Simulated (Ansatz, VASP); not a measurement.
# One calculation of HfC, two programs

```
Hf C
1.0
     3.37629    0.00000    0.00000
    -1.68815    2.92396    0.00000
     0.00000    0.00000    5.20271
Hf C
2 2
Direct
  0.33333 0.66667 0.25000
  0.66667 0.33333 0.75000
  0.00000 0.00000 0.50000
  0.00000 0.00000 0.00000
```

Alike in both runs: task single point; functional PBEsol; k mesh 8 × 8 × 5; occupations fermi-dirac, width 0.05 eV; no spin polarisation.

|  | VASP | Ansatz |
| --- | --- | --- |
| version | VASP 6.6.1 | Ansatz 0.2.0 |
| potentials or method | VASP PAW PBE potentials, release 64 (Hf_pv, C) | Ansatz PAW |
| plane-wave cutoff (eV) | 520 | 420 |
| valence electrons in the cell | 28 | 60 |

```csv
,VASP,Ansatz,Ansatz less VASP
gap on the k mesh at the Fermi level (eV),none,none,-
pressure (GPa),-12.2,-11.6,+0.56
"traceless stress, the component that is largest in VASP (GPa)",3.25,3.23,-0.015
```

VASP's potentials were made for PBE, not for PBEsol. A gap of «none» marks a metal or a gap that the smearing closes. VASP's potentials hold 28 valence electrons a cell and Ansatz's 60, so a difference there can come from the potentials and not from the codes.

Neither program's run includes spin-orbit coupling.
